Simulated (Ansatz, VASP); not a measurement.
**Two plane-wave programs on TaN**

The input INCAR:

```
SYSTEM = TaN
  ALGO = Normal
  EDIFF = 1E-6
  ENCUT = 520
  GGA = PE
  ISIF = 2
  ISMEAR = 0
  LASPH = .TRUE.
  LCHARG = .FALSE.
  LREAL = .FALSE.
  LWAVE = .FALSE.
  NBANDS = 15
  NELM = 100
  PREC = Accurate
  SIGMA = 0.15
```

Contents of KPOINTS:

```
k-points
0
G
  20 20 20
  0 0 0
```

The input POSCAR:

```
TaN
1.0
   -0.1302332568      2.1151677224      2.1151677224
    2.1151677224     -0.1302332568      2.1151677224
    2.1151677224      2.1151677224     -0.1302332568
Ta N
1 1
Direct
    0.5000000000      0.5000000000      0.5000000000
    0.0000000000      0.0000000000      0.0000000000
```

Input for Ansatz:

```yaml
crystal:
  lattice:
    - [-0.1302332568, 2.1151677224, 2.1151677224]
    - [2.1151677224, -0.1302332568, 2.1151677224]
    - [2.1151677224, 2.1151677224, -0.1302332568]
  atoms:
    - { symbol: Ta, position: [0.5, 0.5, 0.5] }
    - { symbol: "N", position: [0.0, 0.0, 0.0] }
basis:
  ecutwfc: 520.0
kpoints:
  mp_grid: { grid: [20, 20, 20] }
hamiltonian:
  xc: pbe
  pseudopotentials: { kind: paw, azcp: { folder: soft_1 } }
scf:
  occupations: { method: gaussian, width: 0.15 }
output:
  forces: true
  stress: true
  eigenvalues: true
```

Alike in both runs: task single point; functional PBE; k mesh 20 × 20 × 20; occupations gaussian, width 0.15 eV; no spin polarisation.

```csv
,VASP,Ansatz
version,VASP 6.6.1,Ansatz 0.2.0
potentials or method,"VASP PAW PBE potentials, release 64 (Ta_pv, N), cutoff 520 eV","scalar-relativistic, plane waves, PAW"
valence electrons in the cell,16,18
```

```csv
,VASP,Ansatz,Ansatz less VASP
gap on the k mesh at the Fermi level (eV),none,none,-
pressure (GPa),16.2,15.0,-1.20
"traceless stress, the component that is largest in VASP (GPa)",4.68,4.74,+0.057
```

A gap of «none» marks a metal or a gap that the smearing closes. VASP's potentials hold 16 valence electrons a cell and Ansatz's 18, so a difference there can come from the potentials and not from the codes.

Neither program's run includes spin-orbit coupling.
